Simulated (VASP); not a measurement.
# CdO (Fm-3m) in VASP: a series of runs

CdO is run at these levels: PBE; tasks: single point.

Everything below comes from runs of VASP 6.6.1. Logs are shortened: lines on timing, memory, paths and dates and some standing lists are left out, and cuts for length are marked.

## 1. The cell of the first run

The structure is cubic, space group Fm-3m (No. 225). Conventional cell: a = 4.510 Å, b = 4.510 Å, c = 4.510 Å, α = 90.00°, β = 90.00°, γ = 90.00°. Cd (site symmetry m-3m) has 6 O at 2.25 Å within 3.0 Å. Within 3.0 Å of O (site symmetry m-3m) lie 6 Cd at 2.25 Å.

## 2. Single point, PBE (strained)

Contents of INCAR:

```
SYSTEM = CdO
PREC = Accurate ; ENCUT = 600
EDIFF = 1E-6 ; ISMEAR = 0
SIGMA = 0.1 ; LREAL = .False.
LASPH = .True. ; NELM = 120
ALGO = Normal ; ISIF = 2
LWAVE = .False. ; LCHARG = .False.
GGA = PE ; NBANDS = 16
GGA_COMPAT = .False.
```

Contents of KPOINTS:

```
Automatic mesh
0
Gamma
  16 16 16
  0 0 0
```

Contents of POSCAR:

```
CdO
1.0
    0.0000000000      2.2548580005      2.2548580005
    2.2548580005      0.0000000000      2.2548580005
    2.2548580005      2.2548580005      0.0000000000
Cd O
1 1
Direct
    0.0000000000      0.0000000000      0.0000000000
    0.5000000000      0.5000000000      0.5000000000
```

Potentials or basis: VASP PAW PBE potentials, release 64 (Cd, O).

Run with:

```console
cat potpaw_PBE.64/Cd/POTCAR potpaw_PBE.64/O/POTCAR > POTCAR
mpirun -np 1 vasp_std > vasp.out
```

OUTCAR:

```text
SYSTEM = CdO
   PREC = Accurate
   ENCUT = 600
   EDIFF = 1E-6
   ISMEAR = 0
   LREAL = .False.
   LASPH = .True.
   NELM = 120
   ISIF = 2
   GGA = PE

 ion  position               nearest neighbor table
   1  0.000  0.000  0.000-   2 2.25   2 2.25   2 2.25   2 2.25   2 2.25   2 2.25
   2  0.500  0.500  0.500-   1 2.25   1 2.25   1 2.25   1 2.25   1 2.25   1 2.25

  LATTYP: Found a face centered cubic cell.
 ALAT       =     4.5097160010

  Lattice vectors:

 A1 = (   0.0000000000,   2.2548580005,   2.2548580005)
 A2 = (   2.2548580005,   0.0000000000,   2.2548580005)
 A3 = (   2.2548580005,   2.2548580005,   0.0000000000)

Analysis of symmetry for initial positions (statically):
=====================================================================
 Subroutine PRICEL returns:
 Original cell was already a primitive cell.

 Routine SETGRP: Setting up the symmetry group for a
 face centered cubic supercell.

 Subroutine GETGRP returns: Found 48 space group operations
 (whereof 48 operations were pure point group operations)
 out of a pool of 48 trial point group operations.

The static configuration has the point symmetry O_h .

Analysis of symmetry for dynamics (positions and initial velocities):
=====================================================================
 Subroutine PRICEL returns:
 Original cell was already a primitive cell.

 Routine SETGRP: Setting up the symmetry group for a
 face centered cubic supercell.

 Subroutine GETGRP returns: Found 48 space group operations
 (whereof 48 operations were pure point group operations)
 out of a pool of 48 trial point group operations.

The dynamic configuration has the point symmetry O_h .

 Subroutine INISYM returns: Found 48 space group operations
 (whereof 48 operations are pure point group operations),
 and found     1 'primitive' translations

----------------------------------------------------------------------------------------

                                     Primitive cell

  volume of cell :      22.9291

  direct lattice vectors                    reciprocal lattice vectors
     0.000000000  2.254858001  2.254858001    -0.221743453  0.221743453  0.221743453
     2.254858001  0.000000000  2.254858001     0.221743453 -0.221743453  0.221743453
     2.254858001  2.254858001  0.000000000     0.221743453  0.221743453 -0.221743453

  length of vectors
     3.188850766  3.188850766  3.188850766     0.384070928  0.384070928  0.384070928

  position of ions in fractional coordinates (direct lattice)
     0.000000000  0.000000000  0.000000000
     0.500000000  0.500000000  0.500000000

  ion indices of the primitive-cell ions
   primitive index   ion index
                 1           1
                 2           2

[... 76 lines left out ...]
   NFREE  =      0    steps in history (QN), initial steepest desc. (CG)
   ISIF   =      2    stress and relaxation
   ISYM   =      2    0-nonsym 1-usesym 2-fastsym
   POTIM  = 0.5000    time-step for ionic-motion
   TEBEG  =    0.0;   TEEND  =   0.0 temperature during run
   PSTRESS=    0.0 pullay stress
   NELECT =      18.0000    total number of electrons
   NUPDOWN=      -1.0000    fix difference up-down
   EMIN   =  10.00;   EMAX   =-10.00  energy-range for DOS
   EFERMI =   0.00;   METHOD = LEGACY
   ISMEAR =     0;   SIGMA  =   0.10  broadening in eV -4-tet -1-fermi 0-gaus
   EFERMI_NEDOS =   21; number of points for ismear=-14 and -15
   IALGO  =     38    algorithm
   IMIX   =      4    mixing-type and parameters
     AMIX     =   0.40;   BMIX     =  1.00
     AMIX_MAG =   1.60;   BMIX_MAG =  1.00
  volume/ion in A,a.u.               =      11.46        77.37
  Fermi-wavevector in a.u.,A,eV,Ry     =   1.510207  2.853877 31.031149  2.280725
  Thomas-Fermi vector in A             =   2.620427
   LORBIT       =      0    0 simple, 1 ext, 2 COOP (PROOUT), +10 PAW based schemes
   GGA     = PE    functional components
   LHFCALC =     F    Hartree Fock is set to
   AEXX    =    0.0000 exact exchange contribution
   IVDW    =     0    specifies the selected vdW correction
   LEPSILON=     F    determine dielectric tensor
   LRPA    =     F    only Hartree local field effects (RPA)
 non-spin polarized calculation
 Gauss-broadening in eV      SIGMA  =   0.10
  energy-cutoff  :      600.00
  volume of cell :       22.93
 maximum number of plane-waves:       778
 NGX is ok and might be reduce to    28
   NGX = 13   NGY = 13   NGZ = 13

 number of electron      17.9999999 magnetization

 Free energy of the ion-electron system (eV)
  ---------------------------------------------------
  ext. energy  EPLUGINS =         0.00000000
  ---------------------------------------------------
  free energy    TOTEN  =        -7.33147817 eV

  energy without entropy =       -7.33137229  energy(sigma->0) =       -7.33142523

 E-fermi :   3.4593     XC(G=0): -12.4114

 val. band max:        3.3357325014   @ k =   0.5000   0.0000   0.0000
 cond. band min:       3.6151571167   @ k =   0.0625   0.0000   0.0000
 fundamental gap:      0.2794246153
 Fermi energy:         3.4592948267

 k-point     1 :       0.0000    0.0000    0.0000
  band No.  band energies     occupation
      1     -15.0787      2.00000
      2      -3.7003      2.00000
      3      -3.7003      2.00000
      4      -3.7003      2.00000
      5      -3.3007      2.00000
      6      -3.3007      2.00000
[... 433 lines left out ...]
      3      -3.7029      2.00000
      4      -3.6612      2.00000
      5      -3.4992      2.00000
      6      -3.3312      2.00000
[... 8 lines left out ...]
     15      21.9745      0.00000
     16      23.9947      0.00000

 [... further k-points ...]

------------------------ aborting loop because EDIFF is reached ----------------------------------------

  FORCE on cell =-STRESS in cart. coord.  units (eV):
  Direction    XX          YY          ZZ          XY          YZ          ZX
  --------------------------------------------------------------------------------------
  -------------------------------------------------------------------------------------
  Total        4.8265806      4.8265806      4.8265806      0.0000000      0.0000000     -0.0000000
  in kB      337.2582325    337.2582325    337.2582325      0.0000000      0.0000000     -0.0000000
  external PRESSURE =     337.2582325 kB  Pullay stress =       0.0000000 kB

 VOLUME and BASIS-vectors are now :
 -----------------------------------------------------------------------------
  energy-cutoff  :      600.00
  volume of cell :       22.93
      direct lattice vectors                 reciprocal lattice vectors
     0.000000000  2.254858001  2.254858001    -0.221743453  0.221743453  0.221743453
     2.254858001  0.000000000  2.254858001     0.221743453 -0.221743453  0.221743453
     2.254858001  2.254858001  0.000000000     0.221743453  0.221743453 -0.221743453

 POSITION                                       TOTAL-FORCE (eV/Angst)
 -----------------------------------------------------------------------------------
      0.00000      0.00000      0.00000        -0.000000     -0.000000     -0.000000
      2.25486      2.25486      2.25486         0.000000      0.000000      0.000000
 -----------------------------------------------------------------------------------
    total drift:                                0.000000      0.000000      0.000000

  FREE ENERGIE OF THE ION-ELECTRON SYSTEM (eV)
  ---------------------------------------------------
  free  energy   TOTEN  =        -7.3314781725 eV

  energy  without entropy=       -7.3313722939  energy(sigma->0) =       -7.33142523
```

It took 26 s on 1 thread of Intel Xeon 6975P-C (Granite Rapids), shared host; peak memory 0.2 GiB.

Results:

- Free energy: -7.3315 eV
- Pressure: 33.7 GPa
- Band gap on the k mesh: zero (bands 9 and 10 overlap by 0.18 eV)

Levels at points of the mesh, in eV from the Fermi level:
```tsv
k point	band 5	band 6	band 7	band 8	band 9	band 10	band 11	band 12	band 13	band 14
(0.00, 0.00, 0.00)	-6.76	-6.76	-2.00	-2.00	-2.00	-0.31	14.97	17.77	17.77	17.77
(0.50, 0.00, 0.00)	-6.42	-6.42	-4.24	-0.12	-0.12	4.34	8.07	12.43	12.43	18.94
(0.50, 0.50, 0.00)	-6.23	-5.72	-5.44	-3.12	-3.12	4.28	8.94	11.54	14.31	14.31
```

Caveat: the cell differs from its parent crystal (strained); the cell stands under pressure; semilocal functionals underestimate gaps, so a narrow gap can read as zero.

## 3. Single point, PBE (strained)

Contents of INCAR:

```
SYSTEM = CdO
PREC = Accurate
ENCUT = 600
EDIFF = 1E-6
ISMEAR = 0
SIGMA = 0.1
LREAL = .FALSE.
LASPH = .TRUE.
NELM = 120
ALGO = Normal
ISIF = 2
LWAVE = .FALSE.
LCHARG = .TRUE.
GGA = PE
LELF = .TRUE.
LVHAR = .TRUE.
NBANDS = 16
GGA_COMPAT = .FALSE.
```

Contents of KPOINTS:

```
regular mesh
0
G
  16 16 16
  0 0 0
```

Contents of POSCAR:

```
CdO
1.0
    0.0000000000      2.2710837170      2.2710837170
    2.2710837170      0.0000000000      2.2710837170
    2.2710837170      2.2710837170      0.0000000000
Cd O
1 1
Direct
    0.0000000000      0.0000000000      0.0000000000
    0.5000000000      0.5000000000      0.5000000000
```

Potentials or basis: VASP PAW PBE potentials, release 64 (Cd, O).

Run with:

```console
cat potpaw_PBE.64/Cd/POTCAR potpaw_PBE.64/O/POTCAR > POTCAR
mpirun -np 1 vasp_std > vasp.out
```

OUTCAR:

```text
SYSTEM = CdO
   PREC = Accurate
   ENCUT = 600
   EDIFF = 1E-6
   ISMEAR = 0
   LREAL = .FALSE.
   LASPH = .TRUE.
   NELM = 120
   ISIF = 2
   GGA = PE

 ion  position               nearest neighbor table
   1  0.000  0.000  0.000-   2 2.27   2 2.27   2 2.27   2 2.27   2 2.27   2 2.27
   2  0.500  0.500  0.500-   1 2.27   1 2.27   1 2.27   1 2.27   1 2.27   1 2.27

  LATTYP: Found a face centered cubic cell.
 ALAT       =     4.5421674340

  Lattice vectors:

 A1 = (   0.0000000000,   2.2710837170,   2.2710837170)
 A2 = (   2.2710837170,   0.0000000000,   2.2710837170)
 A3 = (   2.2710837170,   2.2710837170,   0.0000000000)

Analysis of symmetry for initial positions (statically):
=====================================================================
 Subroutine PRICEL returns:
 Original cell was already a primitive cell.

 Routine SETGRP: Setting up the symmetry group for a
 face centered cubic supercell.

 Subroutine GETGRP returns: Found 48 space group operations
 (whereof 48 operations were pure point group operations)
 out of a pool of 48 trial point group operations.

The static configuration has the point symmetry O_h .

Analysis of symmetry for dynamics (positions and initial velocities):
=====================================================================
[... 164 lines left out ...]
 Fermi energy:         3.2126001873

 k-point     1 :       0.0000    0.0000    0.0000
  band No.  band energies     occupation
      1     -15.1216      2.00000
      2      -3.8721      2.00000
      3      -3.8721      2.00000
      4      -3.8721      2.00000
      5      -3.4905      2.00000
      6      -3.4905      2.00000
[... 433 lines left out ...]
      3      -3.8723      2.00000
      4      -3.8349      2.00000
      5      -3.6747      2.00000
      6      -3.5184      2.00000
[... 8 lines left out ...]
     15      21.4579      0.00000
     16      23.4840      0.00000

 [... further k-points ...]

------------------------ aborting loop because EDIFF is reached ----------------------------------------

  FORCE on cell =-STRESS in cart. coord.  units (eV):
  Direction    XX          YY          ZZ          XY          YZ          ZX
  --------------------------------------------------------------------------------------
  -------------------------------------------------------------------------------------
  Total        4.1032498      4.1032498      4.1032498     -0.0000000      0.0000000     -0.0000000
  in kB      280.6138561    280.6138561    280.6138561     -0.0000000      0.0000000     -0.0000000
  external PRESSURE =     280.6138561 kB  Pullay stress =       0.0000000 kB

 VOLUME and BASIS-vectors are now :
 -----------------------------------------------------------------------------
  energy-cutoff  :      600.00
  volume of cell :       23.43
      direct lattice vectors                 reciprocal lattice vectors
     0.000000000  2.271083717  2.271083717    -0.220159211  0.220159211  0.220159211
     2.271083717  0.000000000  2.271083717     0.220159211 -0.220159211  0.220159211
     2.271083717  2.271083717  0.000000000     0.220159211  0.220159211 -0.220159211

 POSITION                                       TOTAL-FORCE (eV/Angst)
 -----------------------------------------------------------------------------------
      0.00000      0.00000      0.00000        -0.000000     -0.000000     -0.000000
      2.27108      2.27108      2.27108         0.000000      0.000000      0.000000
 -----------------------------------------------------------------------------------
    total drift:                                0.000000      0.000000      0.000000

  FREE ENERGIE OF THE ION-ELECTRON SYSTEM (eV)
  ---------------------------------------------------
  free  energy   TOTEN  =        -7.4288919525 eV

  energy  without entropy=       -7.4287564970  energy(sigma->0) =       -7.42882422
```

OSZICAR:

```text
N       E                     dE             d eps       ncg     rms          rms(c)
DAV:   1     0.124986971804E+03    0.12499E+03   -0.11490E+04  4880   0.132E+03
DAV:   2    -0.577509304743E+01   -0.13076E+03   -0.12031E+03  5120   0.310E+02
DAV:   3    -0.922008698436E+01   -0.34450E+01   -0.34389E+01  5872   0.555E+01
DAV:   4    -0.922796695219E+01   -0.78800E-02   -0.78798E-02  5664   0.254E+00
DAV:   5    -0.922798799317E+01   -0.21041E-04   -0.21041E-04  6016   0.120E-01    0.126E+01
DAV:   6    -0.744329033568E+01    0.17847E+01   -0.42696E+00  6120   0.374E+01    0.111E+01
DAV:   7    -0.744682387519E+01   -0.35335E-02   -0.70766E-01  5040   0.820E+00    0.596E+00
DAV:   8    -0.743289908741E+01    0.13925E-01   -0.82138E-02  4992   0.272E+00    0.793E-01
DAV:   9    -0.742874285052E+01    0.41562E-02   -0.97968E-03  6080   0.123E+00    0.101E-01
DAV:  10    -0.742887749006E+01   -0.13464E-03   -0.75937E-04  5160   0.296E-01    0.504E-02
DAV:  11    -0.742889170059E+01   -0.14211E-04   -0.37049E-05  5912   0.732E-02    0.154E-02
DAV:  12    -0.742889195254E+01   -0.25195E-06   -0.45237E-06  5256   0.226E-02
   1 F= -.74288920E+01 E0= -.74288242E+01  d E =-.135456E-03
```

Run time: 28 s. Hardware: 1 thread of Intel Xeon 6975P-C (Granite Rapids), shared host; peak memory 0.2 GiB.

What came out:

```yaml
Free_energy: -7.4289 eV
Pressure: 28.1 GPa
Band_gap_on_the_k_mesh: zero (bands 9 and 10 overlap by 0.23 eV)
```

Caveat: the cell differs from its parent crystal (strained); the cell stands under pressure; semilocal functionals underestimate gaps, so a narrow gap can read as zero.

## 4. Single point, PBE (strained)

Contents of INCAR:

```
PREC = Accurate
ENCUT = 600
EDIFF = 1E-6
ISMEAR = 0
SIGMA = 0.1
LREAL = F
LASPH = T
NELM = 120
ALGO = Normal
ISIF = 2
LWAVE = F
LCHARG = T
GGA = PE
LELF = T
LVHAR = T
NBANDS = 16
GGA_COMPAT = F
```

Contents of KPOINTS:

```
regular mesh
0
Gamma
  16 16 16
```

Contents of POSCAR:

```
CdO
1.0
    0.0000000000      2.3086775985      2.3086775985
    2.3086775985      0.0000000000      2.3086775985
    2.3086775985      2.3086775985      0.0000000000
Cd O
1 1
Direct
    0.0000000000      0.0000000000      0.0000000000
    0.5000000000      0.5000000000      0.5000000000
```

Run with:

```console
cat potpaw_PBE.64/Cd/POTCAR potpaw_PBE.64/O/POTCAR > POTCAR
mpirun -np 1 vasp_std > vasp.out
```

Wall time 31 s (1 thread of Intel Xeon 6975P-C (Granite Rapids), shared host); peak memory 0.21 GiB.

Results (log left out):

- Free energy: -7.5962 eV
- Pressure: 16.9 GPa
- Band gap on the k mesh: zero (bands 9 and 10 overlap by 0.33 eV)

Levels at points of the mesh, in eV from the Fermi level:
```csv
k point,band 7,band 8,band 9,band 10,band 11,band 12
"(0.00, 0.00, 0.00)",-1.65,-1.65,-1.65,-0.43,14.95,17.29
"(0.50, 0.00, 0.00)",-4.04,-0.11,-0.11,4.36,7.58,12.11
"(0.50, 0.50, 0.00)",-4.84,-2.69,-2.69,4.00,8.67,11.30
```

Caveat: the cell differs from its parent crystal (strained); the cell stands under pressure; semilocal functionals underestimate gaps, so a narrow gap can read as zero.

(Part 1 of 2 ends here.)
